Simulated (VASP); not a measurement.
LuZn, 2 atoms in the cell. Symmetry: Pm-3m, No. 221, cubic system. The conventional cell has a = 3.491 Å, b = 3.491 Å, c = 3.491 Å, α = 90.00°, β = 90.00°, γ = 90.00°. Lu (site symmetry m-3m) has 8 Zn at 3.02 Å and 6 Lu at 3.49 Å within 4.0 Å. Within 4.0 Å of Zn (site symmetry m-3m) lie 8 Lu at 3.02 Å and 6 Zn at 3.49 Å. 

* Program: VASP 6.6.1
* Task: single point
* Functional: r2SCAN
* Potentials or basis: VASP PAW PBE potentials, release 64 (Lu, Zn)
* Cutoff: 520 eV
* k mesh: 8 × 8 × 8
* Occupations: methfessel-paxton, width 0.1 eV
* Spin: no spin polarisation
* Dipole correction: no
* Further INCAR settings: ALGO = Normal; EDIFF = 1e-07; NBANDS = 26

Potentials or basis: VASP PAW PBE potentials, release 64 (Lu, Zn).

Command:

```console
$ cat potpaw_PBE.64/Lu/POTCAR potpaw_PBE.64/Zn/POTCAR > POTCAR
$ cp INCAR.step1 INCAR
$ mpirun -np 1 vasp_std > vasp.out
$ cp INCAR.step2 INCAR
$ mpirun -np 1 vasp_std > vasp.out
```

Hardware: 1 thread of Intel(R) Xeon(R) Platinum 8488C (Sapphire Rapids), on a shared host.

**Question.** How long does it take, and how much memory?

**Answer.** Run time: 2.1 min on 1 thread of Intel(R) Xeon(R) Platinum 8488C (Sapphire Rapids), with other jobs on the host, peak memory 0.21 GiB. Counts: k points 35.
